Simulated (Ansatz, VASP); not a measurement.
## One calculation of Na, two programs

```
Na
1.0
    -2.13868    2.11750    2.11750
     2.11750   -2.13868    2.11750
     2.11750    2.11750   -2.13868
Na
1
Direct
  0.00000 0.00000 0.00000
```

Change from the starting cell: equal xy, yz and zx shear strains of -1 %.

Alike in both runs: task single point; functional PBEsol; k mesh 12 × 12 × 12; occupations fermi-dirac, width 0.05 eV; no spin polarisation.

```csv
,VASP,Ansatz
version,VASP 6.6.1,Ansatz 0.2.0
potentials or method,"VASP PAW PBE potentials, release 64 (Na_pv), cutoff 520 eV","all-electron LAPW, scalar-relativistic"
```

```csv
,VASP,Ansatz,Ansatz less VASP
pressure (GPa),-0.3,-0.3,0.00
```

VASP's potentials were made for PBE, not for PBEsol. Ansatz ran all-electron here, and VASP with PAW potentials.
